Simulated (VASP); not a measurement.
Write the native input for VASP 6.6.1 that does the following.

```
Task                   : single point
Functional             : PBE
Potentials or basis    : VASP PAW PBE potentials, release 64 (Y_sv)
Cutoff                 : 520 eV
k mesh                 : 12 × 12 × 1
Occupations            : gaussian, width 0.1 eV
Spin                   : no spin polarisation
Dipole correction      : yes
Further INCAR settings : ALGO = Normal; EDIFF = 1e-06; NBANDS = 24
```

The structure of Y lies in POSCAR:

```
Y
1.0
    6.5520806765      0.0000000000      0.0000000000
   -3.2760403383      5.6742683135      0.0000000000
    0.0000000000      0.0000000000     23.8000000000
Y
3
Direct
    0.5000000000      0.0000000000      0.2941176471
    0.0000000000      0.5000000000      0.2941176471
    0.5000000000      0.5000000000      0.2941176471
```

The input as run:

INCAR

```
SYSTEM = Y
  ALGO = Normal
  DIPOL = 0.5 0.5 0.294
  EDIFF = 1E-6
  ENCUT = 520
  GGA = PE
  IDIPOL = 3
  ISIF = 2
  ISMEAR = 0
  LASPH = .True.
  LCHARG = .True.
  LDIPOL = .True.
  LELF = .True.
  LREAL = .False.
  LVACPOTAV = .True.
  LVHAR = .True.
  LWAVE = .False.
  NBANDS = 24
  NELM = 100
  PREC = Accurate
  SIGMA = 0.1
```

KPOINTS

```
k-points
0
Gamma
  12 12 1
  0 0 0
```

Potentials or basis: VASP PAW PBE potentials, release 64 (Y_sv).

Run with:

```bash
$ cat potpaw_PBE.64/Y_sv/POTCAR > POTCAR
$ mpirun -np 1 vasp_std > vasp.out
```

It took 11 min on 1 thread of Intel(R) Xeon(R) 6975P-C (Granite Rapids), with other jobs on the host, peak memory 1 GiB.
